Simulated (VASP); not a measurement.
# ZnO (P6_3mc) in VASP: notebook

Runs on ZnO. Level: PBE. Tasks: single point, relaxation of shape and atoms at fixed volume.

Program: VASP 6.6.1. These are calculated values, not measurements. Logs are shortened: lines on timing, memory, paths and dates and some standing lists are left out, and cuts for length are marked.

## (1) The cell of the first run

Symmetry: P6_3mc, No. 186, hexagonal system. Conventional cell: a = 3.385 Å, b = 3.385 Å, c = 5.464 Å, α = 90.00°, β = 90.00°, γ = 120.00°. Within 2.7 Å of Zn (site symmetry 3m) lie 4 O at 2.06 to 2.07 Å. Within 2.7 Å of O (site symmetry 3m) lie 4 Zn at 2.06 to 2.07 Å.

## (2) Single point, PBE (volume scaled by 1.10, then relaxed in part)

INCAR

```
ALGO = Normal ; EDIFF = 1E-6
ENCUT = 520 ; GGA = PE
ISIF = 2 ; ISMEAR = 0
LASPH = True ; LCHARG = True
LELF = True ; LREAL = False
LVHAR = True ; LWAVE = False
NBANDS = 26 ; NELM = 60
PREC = Accurate ; SIGMA = 0.02
```

KPOINTS

```
k-points
0
Gamma
  12 12 6
```

POSCAR

```
ZnO
1.0
    3.3853589001      0.0000000000      0.0000000000
   -1.6926794501      2.9318068084      0.0000000000
    0.0000000000      0.0000000000      5.4641886183
Zn O
2 2
Direct
    0.3333333333      0.6666666667      0.4999697863
    0.6666666667      0.3333333333     -0.0000302137
    0.6666666667      0.3333333333      0.3790402137
    0.3333333333      0.6666666667      0.8790402137
```

Potentials or basis: VASP PAW PBE potentials, release 64 (Zn, O).

Launch:

```console
> cat potpaw_PBE.64/Zn/POTCAR potpaw_PBE.64/O/POTCAR > POTCAR
> mpirun -np 1 vasp_std > vasp.out
```

OUTCAR:

```text
EDIFF = 1E-6
   ENCUT = 520
   GGA = PE
   ISIF = 2
   ISMEAR = 0
   LASPH = True
   LREAL = False
   NELM = 60
   PREC = Accurate

 ion  position               nearest neighbor table
   1  0.333  0.667  0.500-   3 2.06   3 2.06   3 2.06   4 2.07
   2  0.667  0.333  1.000-   4 2.06   4 2.06   4 2.06   3 2.07
   3  0.667  0.333  0.379-   1 2.06   1 2.06   1 2.06   2 2.07
   4  0.333  0.667  0.879-   2 2.06   2 2.06   2 2.06   1 2.07

  LATTYP: Found a hexagonal cell.
 ALAT       =     3.3853589001
 C/A-ratio  =     1.6140647948

  Lattice vectors:

 A1 = (   3.3853589001,   0.0000000000,   0.0000000000)
 A2 = (  -1.6926794501,   2.9318068084,   0.0000000000)
 A3 = (   0.0000000000,   0.0000000000,   5.4641886183)

Analysis of symmetry for initial positions (statically):
=====================================================================
 Subroutine PRICEL returns:
 Original cell was already a primitive cell.

 Routine SETGRP: Setting up the symmetry group for a
 hexagonal supercell.

 Subroutine GETGRP returns: Found 12 space group operations
 (whereof  6 operations were pure point group operations)
 out of a pool of 24 trial point group operations.

The static configuration has the point symmetry C_3v.
 The point group associated with its full space group is C_6v.

Analysis of symmetry for dynamics (positions and initial velocities):
=====================================================================
 Subroutine PRICEL returns:
 Original cell was already a primitive cell.

 Routine SETGRP: Setting up the symmetry group for a
 hexagonal supercell.

 Subroutine GETGRP returns: Found 12 space group operations
 (whereof  6 operations were pure point group operations)
 out of a pool of 24 trial point group operations.

The dynamic configuration has the point symmetry C_3v.
 The point group associated with its full space group is C_6v.

 Subroutine INISYM returns: Found 12 space group operations
 (whereof  6 operations are pure point group operations),
 and found     1 'primitive' translations

----------------------------------------------------------------------------------------

                                     Primitive cell

  volume of cell :      54.2333

[... 84 lines left out ...]
   ISTART =      0    job   : 0-new  1-cont  2-samecut
   ICHARG =      2    charge: 1-file 2-atom 10-const
   ISPIN  =      1    spin polarized calculation?
   LNONCOLLINEAR =      F non collinear calculations
   LSORBIT =      F    spin-orbit coupling
   LASPH  =      T    aspherical Exc in radial PAW
   ENCUT  =  520.0 eV  38.22 Ry    6.18 a.u.   6.29  6.29 10.16*2*pi/ulx,y,z
   NELM   =     60;   NELMIN=  2; NELMDL= -5     # of ELM steps
   EDIFF  = 0.1E-05   stopping-criterion for ELM
   LREAL  =      F    real-space projection
   EDIFFG = 0.1E-04   stopping-criterion for IOM
   NSW    =      0    number of steps for IOM
   IBRION =     -1    ionic relax: 0-MD 1-quasi-New 2-CG
   NFREE  =      0    steps in history (QN), initial steepest desc. (CG)
   ISIF   =      2    stress and relaxation
   ISYM   =      2    0-nonsym 1-usesym 2-fastsym
   POTIM  = 0.5000    time-step for ionic-motion
   TEBEG  =    0.0;   TEEND  =   0.0 temperature during run
   PSTRESS=    0.0 pullay stress
   NELECT =      36.0000    total number of electrons
   NUPDOWN=      -1.0000    fix difference up-down
   EMIN   =  10.00;   EMAX   =-10.00  energy-range for DOS
   EFERMI =   0.00;   METHOD = LEGACY
   ISMEAR =     0;   SIGMA  =   0.02  broadening in eV -4-tet -1-fermi 0-gaus
   EFERMI_NEDOS =   21; number of points for ismear=-14 and -15
   IALGO  =     38    algorithm
   IMIX   =      4    mixing-type and parameters
     AMIX     =   0.40;   BMIX     =  1.00
     AMIX_MAG =   1.60;   BMIX_MAG =  1.00
  volume/ion in A,a.u.               =      13.56        91.50
  Fermi-wavevector in a.u.,A,eV,Ry     =   1.428084  2.698687 27.748046  2.039424
  Thomas-Fermi vector in A             =   2.548184
   LORBIT       =      0    0 simple, 1 ext, 2 COOP (PROOUT), +10 PAW based schemes
   GGA     = PE    functional components
   LHFCALC =     F    Hartree Fock is set to
   AEXX    =    0.0000 exact exchange contribution
   IVDW    =     0    specifies the selected vdW correction
   LEPSILON=     F    determine dielectric tensor
   LRPA    =     F    only Hartree local field effects (RPA)
 non-spin polarized calculation
 Gauss-broadening in eV      SIGMA  =   0.02
  energy-cutoff  :      520.00
  volume of cell :       54.23
 maximum number of plane-waves:      1476
 NGX is ok and might be reduce to    28
   NGX = 13   NGY = 13   NGZ = 21

 number of electron      35.9999976 magnetization

 Free energy of the ion-electron system (eV)
  ---------------------------------------------------
  ext. energy  EPLUGINS =         0.00000000
  ---------------------------------------------------
  free energy    TOTEN  =       -17.72074589 eV

  energy without entropy =      -17.72074589  energy(sigma->0) =      -17.72074589

 E-fermi :   0.2006     XC(G=0): -10.2338

 val. band max:        0.1193384775   @ k =   0.0000   0.0000   0.0000
 cond. band min:       0.7019454948   @ k =   0.0000   0.0000   0.0000
 fundamental gap:      0.5826070172
 Fermi energy:         0.2005938254

 k-point     1 :       0.0000    0.0000    0.0000
  band No.  band energies     occupation
      1     -17.0218      2.00000
      2     -16.4829      2.00000
      3      -5.0599      2.00000
      4      -5.0599      2.00000
      5      -5.0317      2.00000
      6      -4.9078      2.00000
[... 685 lines left out ...]
     25      12.7881      0.00000
     26      13.2399      0.00000

 [... further k-points ...]
[... 5 lines left out ...]
  --------------------------------------------------------------------------------------
  -------------------------------------------------------------------------------------
  Total       -3.1705532     -3.1705532     -3.1338488      0.0000000      0.0000000      0.0000000
  in kB      -93.6655484    -93.6655484    -92.5812154      0.0000000      0.0000000      0.0000000
  external PRESSURE =     -93.3041040 kB  Pullay stress =       0.0000000 kB

 VOLUME and BASIS-vectors are now :
 -----------------------------------------------------------------------------
  energy-cutoff  :      520.00
  volume of cell :       54.23
      direct lattice vectors                 reciprocal lattice vectors
     3.385358900  0.000000000  0.000000000     0.295389656  0.170543297  0.000000000
    -1.692679450  2.931806808  0.000000000     0.000000000  0.341086594  0.000000000
     0.000000000  0.000000000  5.464188618     0.000000000  0.000000000  0.183009788

 POSITION                                       TOTAL-FORCE (eV/Angst)
 -----------------------------------------------------------------------------------
     -0.00000      1.95454      2.73193        -0.000000      0.000000     -0.001917
      1.69268      0.97727      5.46402         0.000000     -0.000000     -0.001917
      1.69268      0.97727      2.07115         0.000000      0.000000      0.001917
     -0.00000      1.95454      4.80324         0.000000      0.000000      0.001917
 -----------------------------------------------------------------------------------
    total drift:                               -0.000000     -0.000000      0.001721

  FREE ENERGIE OF THE ION-ELECTRON SYSTEM (eV)
  ---------------------------------------------------
  free  energy   TOTEN  =       -17.7207458886 eV

  energy  without entropy=      -17.7207458886  energy(sigma->0) =      -17.72074589
```

OSZICAR:

```text
N       E                     dE             d eps       ncg     rms          rms(c)
DAV:   1     0.295147562227E+03    0.29515E+03   -0.18058E+04  3968   0.193E+03
DAV:   2     0.127548993039E+02   -0.28239E+03   -0.26451E+03  4138   0.400E+02
DAV:   3    -0.203072398030E+02   -0.33062E+02   -0.32533E+02  4420   0.139E+02
DAV:   4    -0.210103764058E+02   -0.70314E+00   -0.70121E+00  4414   0.209E+01
DAV:   5    -0.210139449503E+02   -0.35685E-02   -0.35683E-02  4282   0.155E+00    0.127E+01
DAV:   6    -0.175887594905E+02    0.34252E+01   -0.72178E+00  6368   0.661E+01    0.735E+00
DAV:   7    -0.177639394654E+02   -0.17518E+00   -0.29953E+00  4192   0.176E+01    0.448E+00
DAV:   8    -0.177669708845E+02   -0.30314E-02   -0.56690E-01  5246   0.682E+00    0.160E+00
DAV:   9    -0.177187337301E+02    0.48237E-01   -0.10033E-01  5628   0.597E+00    0.306E-01
DAV:  10    -0.177205349994E+02   -0.18013E-02   -0.29099E-02  4024   0.147E+00    0.102E-01
DAV:  11    -0.177207883480E+02   -0.25335E-03   -0.15038E-03  4606   0.944E-01    0.853E-02
DAV:  12    -0.177207307879E+02    0.57560E-04   -0.38906E-04  5370   0.530E-01    0.152E-02
DAV:  13    -0.177207514630E+02   -0.20675E-04   -0.77867E-05  4080   0.761E-02    0.199E-02
DAV:  14    -0.177207462114E+02    0.52516E-05   -0.14998E-05  4612   0.337E-02    0.291E-03
DAV:  15    -0.177207458886E+02    0.32287E-06   -0.11597E-06  2874   0.173E-02
   1 F= -.17720746E+02 E0= -.17720746E+02  d E =-.177163E-11
```

stdout:

```text
POSCAR found type information on POSCAR ZnO
 POSCAR found :  2 types and       4 ions
 scaLAPACK will be used
 LDA part: xc-table for (Slater+PW92), standard interpolation
 POSCAR, INCAR and KPOINTS ok, starting setup
 FFT: planning ... GRIDC
 FFT: planning ... GRID_SOFT
 FFT: planning ... GRID
 WAVECAR not read
 entering main loop
```

Wall time 49 s (1 thread of Intel Xeon 6975P-C (Granite Rapids), shared host); peak memory 0.23 GiB.

Results:

```yaml
Free_energy: -17.7207 eV
Pressure: -9.3 GPa
Band_gap_on_the_k_mesh: 0.58 eV, direct
```

[end of part 1 of 3]
